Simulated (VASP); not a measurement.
A run of VASP 6.6.1:

INCAR

```
SYSTEM = Cs3GaF6
  PREC = Accurate
  ENCUT = 910
  EDIFF = 1E-6
  ISMEAR = 0
  SIGMA = 0.1
  LREAL = .FALSE.
  LASPH = .TRUE.
  NELM = 120
  ALGO = Normal
  ISIF = 2
  LWAVE = .FALSE.
  LCHARG = .TRUE.
  GGA = PS
  LELF = .TRUE.
  LVHAR = .TRUE.
  NBANDS = 52
  GGA_COMPAT = .FALSE.
```

The input KPOINTS:

```
Automatic mesh
0
G
  4 4 4
  0 0 0
```

POSCAR

```
Cs3GaF6
1.0
    0.0000000000      4.7239000000      4.7239000000
    4.7239000000      0.0000000000      4.7239000000
    4.7239000000      4.7239000000      0.0000000000
Cs Ga F
3 1 6
Direct
    0.7500000000      0.7500000000      0.7500000000
    0.2500000000      0.2500000000      0.2500000000
    0.0000000000      0.0000000000      0.0000000000
    0.5000000000      0.5000000000      0.5000000000
    0.2965000000      0.7035000000      0.7035000000
    0.7035000000      0.2965000000      0.7035000000
    0.7035000000      0.2965000000      0.2965000000
    0.2965000000      0.7035000000      0.2965000000
    0.7035000000      0.7035000000      0.2965000000
    0.2965000000      0.2965000000      0.7035000000
```

Potentials or basis: VASP PAW PBE potentials, release 64 (Cs_sv, Ga_d, F_h).

The run is started by

```sh
$ cat potpaw_PBE.64/Cs_sv/POTCAR potpaw_PBE.64/Ga_d/POTCAR potpaw_PBE.64/F_h/POTCAR > POTCAR
$ mpirun -np 1 vasp_std > vasp.out
```

Hardware: 1 thread of Intel(R) Xeon(R) 6975P-C (Granite Rapids), with other jobs on the host.

Problem. How long does it take, and how much memory?

Solution. It took 3.6 min on 1 thread of Intel(R) Xeon(R) 6975P-C (Granite Rapids) (shared host), peak memory 0.74 GiB. Counts: scf iterations 15, k points 8.
